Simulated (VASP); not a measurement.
Write the native input for VASP 6.6.1 that does the following.

```
Task                   : single point
Functional             : r2SCAN
Potentials or basis    : VASP PAW PBE potentials, release 64 (B, N)
Cutoff                 : 520 eV
k mesh                 : 12 × 12 × 6
Occupations            : gaussian, width 0.05 eV
Spin                   : no spin polarisation
Dipole correction      : no
Further INCAR settings : ALGO = Normal; EDIFF = 1e-06; NBANDS = 16
```

BN:

```
B N
1.0
     2.58859   -0.02488   -0.03006
    -1.31584    2.22403    0.06782
    -0.04976    0.10087    4.30898
B N
2 2
Direct
  0.65427 0.29987 0.00546
  0.29860 0.66168 0.50682
  0.73631 0.37451 0.63666
  0.31082 0.66393 0.10106
```

This cell differs from its parent crystal: atoms moved at random and the cell strained at random.

One way to write it, as run:

POSCAR

```
BN
1.0
    2.5885859140     -0.0248818390     -0.0300634850
   -1.3158412618      2.2240295681      0.0678153963
   -0.0497560677      0.1008731414      4.3089847170
B N
2 2
Direct
    0.6542738960      0.2998735266      1.0054634505
    0.2986001719      0.6616837286      0.5068169994
    0.7363083068      0.3745095098      0.6366640419
    0.3108176252      0.6639332350      0.1010555082
```

INCAR.step1

```
SYSTEM = BN
PREC = Accurate
ENCUT = 520
ISMEAR = 0
SIGMA = 0.05
LREAL = .FALSE.
LASPH = .TRUE.
NELM = 100
NBANDS = 16
GGA = PE
ALGO = Normal
EDIFF = 1E-4
LWAVE = .TRUE.
LCHARG = .FALSE.
```

INCAR.step2

```
SYSTEM = BN
PREC = Accurate
ENCUT = 520
EDIFF = 1E-6
ISMEAR = 0
SIGMA = 0.05
LREAL = .FALSE.
LASPH = .TRUE.
NELM = 100
ALGO = Normal
ISIF = 2
LWAVE = .FALSE.
LCHARG = .FALSE.
METAGGA = R2SCAN
LMIXTAU = .TRUE.
NBANDS = 16
ISTART = 1
```

KPOINTS

```
regular mesh
0
G
  12 12 6
  0 0 0
```

Potentials or basis: VASP PAW PBE potentials, release 64 (B, N).

The run is started by

```sh
$ cat potpaw_PBE.64/B/POTCAR potpaw_PBE.64/N/POTCAR > POTCAR
$ cp INCAR.step1 INCAR
$ mpirun -np 1 vasp_std > vasp.out
$ cp INCAR.step2 INCAR
$ mpirun -np 1 vasp_std > vasp.out
```

Results of the run:

```
Pressure               : 2.2 GPa
Largest force          : 7.030 eV/Å
Band gap on the k mesh : 4.99 eV (least direct gap 7.11 eV)
```

Caveat: the cell differs from its parent crystal (atoms moved at random and the cell strained at random); the stress differs along the axes, from -7 to 9 GPa; the PAW data sets were made with another functional, which shifts forces and pressure a little.

Wall time 3.5 min on 1 thread of Intel(R) Xeon(R) 6975P-C (Granite Rapids), with other jobs on the host, peak memory 0.24 GiB.
